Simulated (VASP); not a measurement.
# BaTiO3 (Barioperovskite) (Amm2) in VASP: a series of runs

Runs on BaTiO3 (Barioperovskite). Level: LDA+U. Tasks: single point.

Program: VASP 6.6.1. These are calculated values, not measurements. Logs are shortened: lines on timing, memory, paths and dates and some standing lists are left out, and cuts for length are marked.

## (1) The cell of the first run

It takes space group Amm2 (No. 38, orthorhombic). Conventional cell: a = 3.848 Å, b = 5.478 Å, c = 5.494 Å, α = 90.00°, β = 90.00°, γ = 90.00°. Within 3.5 Å of Ba (site symmetry mm2) lie 12 O at 2.68 to 2.82 Å and 8 Ti at 3.30 to 3.41 Å. Ti (site symmetry mm2) has 6 O at 1.86 to 2.02 Å within 2.5 Å. O (site symmetry mm2) has 2 Ti at 1.93 Å within 2.6 Å. Within 2.5 Å of O (site symmetry m) lie 2 Ti at 1.86 to 2.02 Å.

## (2) Single point, LDA+U

INCAR reads:

```
SYSTEM = BaTiO3
PREC = Accurate
ENCUT = 520
EDIFF = 1E-6
ISMEAR = 0
SIGMA = 0.01
LREAL = .False.
LASPH = .True.
NELM = 150
ALGO = Normal
ISIF = 2
LWAVE = .False.
LCHARG = .False.
LMAXMIX = 4
LDAU = .True.
LDAUTYPE = 2
LDAUL = -1 2 -1
LDAUU = 0 2 0
LDAUJ = 0 0 0
LDAUPRINT = 1
NBANDS = 28
```

KPOINTS reads:

```
Automatic mesh
0
Gamma
  5 5 5
  0 0 0
```

POSCAR reads:

```
BaTiO3
1.0
    3.8479579423      0.0000000000      0.0000000000
    0.0000000000      2.7389968352      2.7469621226
    0.0000000000     -2.7389968352      2.7469621226
Ba Ti O
1 1 3
Direct
    0.0000000000      0.0000000000      0.0000000000
    0.5000000000      0.5124000000      0.5124000000
    0.0000000000      0.4874000000      0.4874000000
    0.5000000000      0.5052400000      0.9918400000
    0.5000000000      0.9918400000      0.5052400000
```

Potentials or basis: VASP PAW LDA potentials, release 64 (Ba_sv, Ti_sv, O).

Command:

```bash
$ cat potpaw_LDA.64/Ba_sv/POTCAR potpaw_LDA.64/Ti_sv/POTCAR potpaw_LDA.64/O/POTCAR > POTCAR
$ mpirun -np 1 vasp_std > vasp.out
```

OUTCAR:

```text
SYSTEM = BaTiO3
   PREC = Accurate
   ENCUT = 520
   EDIFF = 1E-6
   ISMEAR = 0
   LREAL = .False.
   LASPH = .True.
   NELM = 150
   ISIF = 2

 ion  position               nearest neighbor table
   1  0.000  0.000  0.000-   3 2.68   4 2.72   5 2.72   4 2.72   5 2.72   3 2.74   3 2.74   4 2.75
                             5 2.75   5 2.75   4 2.75   3 2.82   2 3.30   2 3.30   2 3.35   2 3.35
   2  0.500  0.512  0.512-   4 1.86   5 1.86   3 1.93   3 1.93   5 2.02   4 2.02   1 3.30   1 3.30
                             1 3.35   1 3.35   1 3.35   1 3.35   1 3.41   1 3.41
   3  0.000  0.487  0.487-   2 1.93   2 1.93   1 2.68   1 2.74   1 2.74   1 2.82
   4  0.500  0.505  0.992-   2 1.86   2 2.02   1 2.72   1 2.72   1 2.75   1 2.75
   5  0.500  0.992  0.505-   2 1.86   2 2.02   1 2.72   1 2.72   1 2.75   1 2.75

  LATTYP: Found a base centered orthorhombic cell.
 ALAT       =     5.4779936704
 B/A-ratio  =     1.0029081039
 C/A-ratio  =     0.7024392823

  Lattice vectors:

 A1 = (   0.0000000000,   2.7389968352,  -2.7469621226)
 A2 = (   0.0000000000,   2.7389968352,   2.7469621226)
 A3 = (   3.8479579423,   0.0000000000,   0.0000000000)

Analysis of symmetry for initial positions (statically):
=====================================================================
 Subroutine PRICEL returns:
 Original cell was already a primitive cell.

 Routine SETGRP: Setting up the symmetry group for a
 base centered orthorhombic supercell.

 Subroutine GETGRP returns: Found  4 space group operations
 (whereof  4 operations were pure point group operations)
 out of a pool of  8 trial point group operations.

The static configuration has the point symmetry C_2v.

Analysis of symmetry for dynamics (positions and initial velocities):
=====================================================================
 Subroutine PRICEL returns:
 Original cell was already a primitive cell.

 Routine SETGRP: Setting up the symmetry group for a
 base centered orthorhombic supercell.

 Subroutine GETGRP returns: Found  4 space group operations
 (whereof  4 operations were pure point group operations)
 out of a pool of  8 trial point group operations.

The dynamic configuration has the point symmetry C_2v.

 Subroutine INISYM returns: Found  4 space group operations
 (whereof  4 operations are pure point group operations),
 and found     1 'primitive' translations

----------------------------------------------------------------------------------------

                                     Primitive cell

  volume of cell :      57.9035

  direct lattice vectors                    reciprocal lattice vectors
     3.847957942  0.000000000  0.000000000     0.259878100  0.000000000  0.000000000
     0.000000000  2.738996835  2.746962123     0.000000000  0.182548586  0.182019255
     0.000000000 -2.738996835  2.746962123     0.000000000 -0.182548586  0.182019255

  length of vectors
     3.847957942  3.879162869  3.879162869     0.259878100  0.257788665  0.257788665

  position of ions in fractional coordinates (direct lattice)
     0.000000000  0.000000000  0.000000000
     0.500000000  0.512400000  0.512400000
     0.000000000  0.487400000  0.487400000
     0.500000000  0.505240000  0.991840000
     0.500000000  0.991840000  0.505240000

  ion indices of the primitive-cell ions
   primitive index   ion index
                 1           1
                 2           2
                 3           3
                 4           4
                 5           5

----------------------------------------------------------------------------------------

 KPOINTS: Automatic mesh

Automatic generation of k-mesh.
 Grid dimensions read from file:
[... 55 lines left out ...]
 SYSTEM =  BaTiO3
   PREC   = accura    normal or accurate (medium, high low for compatibility)
   ISTART =      0    job   : 0-new  1-cont  2-samecut
   ICHARG =      2    charge: 1-file 2-atom 10-const
   ISPIN  =      1    spin polarized calculation?
   LNONCOLLINEAR =      F non collinear calculations
   LSORBIT =      F    spin-orbit coupling
   LASPH  =      T    aspherical Exc in radial PAW
   ENCUT  =  520.0 eV  38.22 Ry    6.18 a.u.   7.15  7.21  7.21*2*pi/ulx,y,z
   NELM   =    150;   NELMIN=  2; NELMDL= -5     # of ELM steps
   EDIFF  = 0.1E-05   stopping-criterion for ELM
   LREAL  =      F    real-space projection
   EDIFFG = 0.1E-04   stopping-criterion for IOM
   NSW    =      0    number of steps for IOM
   IBRION =     -1    ionic relax: 0-MD 1-quasi-New 2-CG
   NFREE  =      0    steps in history (QN), initial steepest desc. (CG)
   ISIF   =      2    stress and relaxation
   ISYM   =      2    0-nonsym 1-usesym 2-fastsym
   POTIM  = 0.5000    time-step for ionic-motion
   TEBEG  =    0.0;   TEEND  =   0.0 temperature during run
   PSTRESS=    0.0 pullay stress
   NELECT =      40.0000    total number of electrons
   NUPDOWN=      -1.0000    fix difference up-down
   EMIN   =  10.00;   EMAX   =-10.00  energy-range for DOS
   EFERMI =   0.00;   METHOD = LEGACY
   ISMEAR =     0;   SIGMA  =   0.01  broadening in eV -4-tet -1-fermi 0-gaus
   EFERMI_NEDOS =   21; number of points for ismear=-14 and -15
   IALGO  =     38    algorithm
   IMIX   =      4    mixing-type and parameters
     AMIX     =   0.40;   BMIX     =  1.00
     AMIX_MAG =   1.60;   BMIX_MAG =  1.00
  volume/ion in A,a.u.               =      11.58        78.15
  Fermi-wavevector in a.u.,A,eV,Ry     =   1.447194  2.734800 28.495628  2.094370
  Thomas-Fermi vector in A             =   2.565176
   LORBIT       =      0    0 simple, 1 ext, 2 COOP (PROOUT), +10 PAW based schemes
 LDA+U is selected, type is set to LDAUTYPE =  2
   angular momentum for each species LDAUL =    -1    2   -1
   U (eV)           for each species LDAUU =   0.0  2.0  0.0
   J (eV)           for each species LDAUJ =   0.0  0.0  0.0
   GGA     = CA    functional components
   LHFCALC =     F    Hartree Fock is set to
   AEXX    =    0.0000 exact exchange contribution
   IVDW    =     0    specifies the selected vdW correction
   LEPSILON=     F    determine dielectric tensor
   LRPA    =     F    only Hartree local field effects (RPA)
 non-spin polarized calculation
 Gauss-broadening in eV      SIGMA  =   0.01
  energy-cutoff  :      520.00
  volume of cell :       57.90
 maximum number of plane-waves:      1576
 NGX is ok and might be reduce to    30
   NGX = 15   NGY = 15   NGZ = 15

atom =   2  type =  2  l = 2

 onsite density matrix

spin component  1

  0.1255  0.0000  0.0000  0.0000  0.0000
  0.0000  0.2705  0.0000  0.0000  0.0000
  0.0000  0.0000  0.1597  0.0000 -0.0603
  0.0000  0.0000  0.0000  0.1280  0.0000
  0.0000  0.0000 -0.0603  0.0000  0.2340

spin component  2

  0.1255  0.0000  0.0000  0.0000  0.0000
  0.0000  0.2705  0.0000  0.0000  0.0000
  0.0000  0.0000  0.1597  0.0000 -0.0603
  0.0000  0.0000  0.0000  0.1280  0.0000
  0.0000  0.0000 -0.0603  0.0000  0.2340

 occupancies and eigenvectors

  o =  0.1255  v =  1.0000  0.0000  0.0000  0.0000  0.0000  0.0000  0.0000  0.0000  0.0000  0.0000      0.0000  0.0000  0.0000  0.0000  0.0000  0.0000  0.0000  0.0000  0.0000  0.0000
  o =  0.1255  v =  0.0000  0.0000  0.0000  0.0000  0.0000  1.0000  0.0000  0.0000  0.0000  0.0000      0.0000  0.0000  0.0000  0.0000  0.0000  0.0000  0.0000  0.0000  0.0000  0.0000
  o =  0.1260  v =  0.0000  0.0000 -0.8730  0.0000 -0.4877  0.0000  0.0000  0.0000  0.0000  0.0000      0.0000  0.0000  0.0000  0.0000  0.0000  0.0000  0.0000  0.0000  0.0000  0.0000
  o =  0.1260  v =  0.0000  0.0000  0.0000  0.0000  0.0000  0.0000  0.0000 -0.8730  0.0000 -0.4877      0.0000  0.0000  0.0000  0.0000  0.0000  0.0000  0.0000  0.0000  0.0000  0.0000
  o =  0.1280  v =  0.0000  0.0000  0.0000  1.0000  0.0000  0.0000  0.0000  0.0000  0.0000  0.0000      0.0000  0.0000  0.0000  0.0000  0.0000  0.0000  0.0000  0.0000  0.0000  0.0000
  o =  0.1280  v =  0.0000  0.0000  0.0000  0.0000  0.0000  0.0000  0.0000  0.0000  1.0000  0.0000      0.0000  0.0000  0.0000  0.0000  0.0000  0.0000  0.0000  0.0000  0.0000  0.0000
  o =  0.2676  v =  0.0000  0.0000  0.0000  0.0000  0.0000  0.0000  0.0000 -0.4877  0.0000  0.8730      0.0000  0.0000  0.0000  0.0000  0.0000  0.0000  0.0000  0.0000  0.0000  0.0000
  o =  0.2676  v =  0.0000  0.0000 -0.4877  0.0000  0.8730  0.0000  0.0000  0.0000  0.0000  0.0000      0.0000  0.0000  0.0000  0.0000  0.0000  0.0000  0.0000  0.0000  0.0000  0.0000
  o =  0.2705  v =  0.0000  0.0000  0.0000  0.0000  0.0000  0.0000  1.0000  0.0000  0.0000  0.0000      0.0000  0.0000  0.0000  0.0000  0.0000  0.0000  0.0000  0.0000  0.0000  0.0000
  o =  0.2705  v =  0.0000  1.0000  0.0000  0.0000  0.0000  0.0000  0.0000  0.0000  0.0000  0.0000      0.0000  0.0000  0.0000  0.0000  0.0000  0.0000  0.0000  0.0000  0.0000  0.0000

 number of electron      40.0000008 magnetization

 Free energy of the ion-electron system (eV)
  ---------------------------------------------------
  ext. energy  EPLUGINS =         0.00000000
  ---------------------------------------------------
  free energy    TOTEN  =       -42.48625484 eV

  energy without entropy =      -42.48625484  energy(sigma->0) =      -42.48625484

 E-fermi :   4.4189     XC(G=0): -12.2642

 val. band max:        4.3275457173   @ k =   0.0000   0.0000   0.0000
 cond. band min:       6.6129393746   @ k =   0.0000   0.0000   0.0000
 fundamental gap:      2.2853936573
 Fermi energy:         4.4189487672

 k-point     1 :       0.0000    0.0000    0.0000
  band No.  band energies     occupation
      1     -51.4386      2.00000
      2     -28.1212      2.00000
      3     -28.1163      2.00000
      4     -28.0991      2.00000
      5     -20.0683      2.00000
      6     -12.3842      2.00000
[... 733 lines left out ...]
     27      13.0636      0.00000
     28      13.0854      0.00000

 [... further k-points ...]

------------------------ aborting loop because EDIFF is reached ----------------------------------------

  FORCE on cell =-STRESS in cart. coord.  units (eV):
  Direction    XX          YY          ZZ          XY          YZ          ZX
  --------------------------------------------------------------------------------------
  -------------------------------------------------------------------------------------
  Total        6.3127164      6.3942598      6.0860091      0.0000000      0.0000000      0.0000000
  in kB      174.6716191    176.9279096    168.3986742      0.0000000      0.0000000      0.0000000
  external PRESSURE =     173.3327343 kB  Pullay stress =       0.0000000 kB

 VOLUME and BASIS-vectors are now :
 -----------------------------------------------------------------------------
  energy-cutoff  :      520.00
  volume of cell :       57.90
      direct lattice vectors                 reciprocal lattice vectors
     3.847957942  0.000000000  0.000000000     0.259878100  0.000000000  0.000000000
     0.000000000  2.738996835  2.746962123     0.000000000  0.182548586  0.182019255
     0.000000000 -2.738996835  2.746962123     0.000000000 -0.182548586  0.182019255

 POSITION                                       TOTAL-FORCE (eV/Angst)
 -----------------------------------------------------------------------------------
      0.00000      0.00000      0.00000         0.000000      0.000000      0.189682
      1.92398      0.00000      2.81509         0.000000      0.000000     -0.733395
      0.00000      0.00000      2.67774         0.000000      0.000000      0.171632
      1.92398     -1.33280      4.11242         0.000000     -0.545168      0.186041
      1.92398      1.33280      4.11242         0.000000      0.545168      0.186041
 -----------------------------------------------------------------------------------
    total drift:                                0.000000      0.000001      0.000129

  FREE ENERGIE OF THE ION-ELECTRON SYSTEM (eV)
  ---------------------------------------------------
  free  energy   TOTEN  =       -42.4862548429 eV

  energy  without entropy=      -42.4862548429  energy(sigma->0) =      -42.48625484
```

Run time: 18 s. Hardware: 1 thread of Intel Xeon 6975P-C (Granite Rapids), shared host; peak memory 0.17 GiB.

Results:

```
Free energy            : -42.4863 eV
Pressure               : 17.3 GPa
Largest force          : 0.733 eV/Å
Band gap on the k mesh : 2.29 eV, direct
```

Forces in eV/Å, atoms in the order of the input:
```
Ba   0.000  0.000  0.190
Ti   0.000  0.000 -0.733
O    0.000  0.000  0.172
O    0.000 -0.545  0.186
O    0.000  0.545  0.186
```

Eigenvalues of the final occupation matrices:
| site | spin | trace | eigenvalues |
| --- | --- | --- | --- |
| site 2 d | 1 | 0.92 | 0.13 0.13 0.13 0.27 0.27 |
| site 2 d | 2 | 0.92 | 0.13 0.13 0.13 0.27 0.27 |

Caveat: spin-orbit coupling is left out, which moves the levels of the heavy elements. A k mesh can miss the band edges.

## (3) Single point, LDA+U

This run uses another cell than the first one, of 11.90 Å³/atom, 1.028 times its volume.

INCAR reads:

```
PREC     = Accurate       # precision mode
ENCUT    = 520            # plane-wave cutoff, eV
EDIFF    = 1E-7           # SCF threshold, eV
ISMEAR   = 0              # smearing method
SIGMA    = 0.01           # smearing width, eV
LREAL    = F              # projectors in reciprocal space
LASPH    = T              # aspherical terms in the spheres
NELM     = 150            # most SCF steps
ALGO     = Normal         # electronic algorithm
ISIF     = 2              # what is computed and relaxed
LWAVE    = F              # write WAVECAR
LCHARG   = F              # write CHGCAR
LMAXMIX  = 4              # l up to which the mixer works
LDAU     = T              # DFT+U
LDAUTYPE = 2            
LDAUL    = -1 2 -1        # shell
LDAUU    = 0 2 0          # U, eV
LDAUJ    = 0 0 0        
LDAUPRINT= 1            
GGA      = CA             # functional
NBANDS   = 28             # bands
```

KPOINTS reads:

```
regular mesh
0
Gamma
  5 5 5
```

Changes to POSCAR since step 2:

```diff
@@ -2,5 +2,5 @@
 1.0
-    3.8479579423      0.0000000000      0.0000000000
-    0.0000000000      2.7389968352      2.7469621226
-    0.0000000000     -2.7389968352      2.7469621226
+    3.8832622808      0.0000000000      0.0000000000
+    0.0000000000      2.7641266502      2.7721650178
+    0.0000000000     -2.7641266502      2.7721650178
 Ba Ti O
```

Potentials or basis: VASP PAW LDA potentials, release 64 (Ba_sv, Ti_sv, O).

Command:

```bash
$ cat potpaw_LDA.64/Ba_sv/POTCAR potpaw_LDA.64/Ti_sv/POTCAR potpaw_LDA.64/O/POTCAR > POTCAR
$ mpirun -np 1 vasp_std > vasp.out
```

Wall time 24 s (1 thread of Intel Xeon 6975P-C (Granite Rapids), shared host); peak memory 0.18 GiB.

The run converged. Its results:

- Free energy: -42.6282 eV
- Pressure: 10.6 GPa
- Largest force: 0.553 eV/Å
- Band gap on the k mesh: 2.27 eV, direct

Forces in eV/Å, atoms in the order of the input:
```
Ba   0.000  0.000  0.184
Ti   0.000  0.000 -0.553
O    0.000  0.000  0.191
O    0.000 -0.417  0.089
O    0.000  0.417  0.089
```

Stress tensor (GPa, compression positive):
```
10.74  0.00  0.00
 0.00 10.97  0.00
 0.00  0.00 10.17
```

Levels at points of the mesh, in eV from the valence-band top:
```tsv
k point	band 16	band 17	band 18	band 19	band 20	band 21	band 22	band 23	band 24	band 25
(0.00, 0.00, 0.00)	-1.16	-1.11	-0.16	-0.05	0.00	2.27	2.33	2.51	4.70	4.78
```

Eigenvalues of the final occupation matrices:
```csv
site,spin,trace,eigenvalues
site 2 d,1,0.90,0.12 0.12 0.13 0.26 0.26
site 2 d,2,0.90,0.12 0.12 0.13 0.26 0.26
```

Caveat: spin-orbit coupling is left out, which moves the levels of the heavy elements.

(Part 1 of 2 ends here.)
